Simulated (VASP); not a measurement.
Write the native input for VASP 6.6.1 that does the following.

```yaml
Task: relaxation of cell and atoms
Functional: PBE
Potentials_or_basis: VASP PAW PBE potentials, release 64 (Zn, S)
Cutoff: 600 eV
k_mesh: 6 × 6 × 4
Occupations: gaussian, width 0.1 eV
Spin: no spin polarisation
Dipole_correction: no
Further_INCAR_settings: ALGO = Normal; EDIFF = 1e-07; IBRION = 2; EDIFFG = -0.04; NSW = 90; ISIF = 3
```

The structure of ZnS3 lies in POSCAR:

```
ZnS3
1.0
    3.4587501600      0.0000000000      0.0000000000
    0.0000000000      3.4587501600      0.0000000000
    0.0000000000      0.0000000000      7.0095287900
Zn S
1 3
Direct
    0.5000000000      0.5000000000      0.5000000000
    0.0000000000      0.0000000000      0.7474227500
    0.0000000000      0.0000000000      0.2525772500
    0.5000000000      0.5000000000      0.0000000000
```

The cell was built from a structure type or drawn by symmetry, and may not be a known phase.

One way to write it, as run:

INCAR

```
SYSTEM = ZnS3
PREC = Accurate ; ENCUT = 600
EDIFF = 1E-7 ; ISMEAR = 0
SIGMA = 0.1 ; LREAL = .False.
LASPH = .True. ; NELM = 60
ALGO = Normal ; ISIF = 3
LWAVE = .False. ; LCHARG = .False.
GGA = PE ; IBRION = 2
NSW = 90 ; EDIFFG = -0.04
```

KPOINTS

```
Automatic mesh
0
Gamma
  6 6 4
  0 0 0
```

Potentials or basis: VASP PAW PBE potentials, release 64 (Zn, S).

Command:

```console
$ cat potpaw_PBE.64/Zn/POTCAR potpaw_PBE.64/S/POTCAR > POTCAR
$ mpirun -np 1 vasp_std > vasp.out
```

Results of the run:

* Relaxed volume: 21.55 Å³/atom
* Relaxed cell: a = 4.311 Å, b = 4.311 Å, c = 4.638 Å, α = 90.00°, β = 90.00°, γ = 90.00°
* Space group after relaxing (to 0.1 Å): P4/mmm (No. 123)
* Energy gained by relaxing: 460.2 meV/atom
* Ionic steps: 42
* Pressure after relaxing: 0.0 GPa
* Largest force after relaxing: 0.005 eV/Å
* Band gap on the k mesh: zero (bands 15 and 16 overlap by 2.06 eV)

Caveat: a cell axis changed by over 15 % at a fixed basis, so the end point is rough.

It took 22 min on 1 thread of Intel(R) Xeon(R) Platinum 8259CL CPU @ 2.50GHz (Skylake/Cascade Lake), on a shared host, peak memory 0.24 GiB.
